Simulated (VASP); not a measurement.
Runs of VASP 6.6.1 on Ge. The structure is that of space group I4_1/amd (No. 141), or close to it. The cells are those of the table. 

```tsv
cell	gap on the mesh (eV)	pressure (GPa)
a = 3.895, b = 3.895, c = 4.618 Å, angles 53.6, 53.6, 72.7°, 2 atoms	none	-3.0
a = 3.952, b = 3.952, c = 4.113 Å, angles 58.6, 58.6, 62.7°, 2 atoms	none	0.5
a = 4.455, b = 4.455, c = 3.495 Å, angles 66.9, 66.9, 46.2°, 2 atoms	none	(b)
a = 4.074, b = 4.074, c = 3.875 Å, angles 61.6, 61.6, 56.8°, 2 atoms	none	0.6
a = 4.251, b = 4.251, c = 3.665 Å, angles 64.5, 64.5, 51.1°, 2 atoms	none	(a)
```

Alike in all rows: task single point; level PBEsol; potentials or basis VASP PAW PBE potentials, release 64 (Ge_d); no spin polarisation; k mesh 16 × 16 × 16; cutoff (eV) 520; smearing gaussian 0.15 eV.

Fill in the values left out.

(a) 0.9; (b) 0.1.

Caveats: the PAW data sets were made with another functional, which shifts forces and pressure a little; semilocal functionals underestimate gaps, so a narrow gap can read as zero (at least some runs); the cell stands under tension (at least some runs).

A k mesh can miss the band edges, and the runs leave out spin-orbit coupling on Ge.

A gap of «none» marks levels without a gap at the run's occupations.
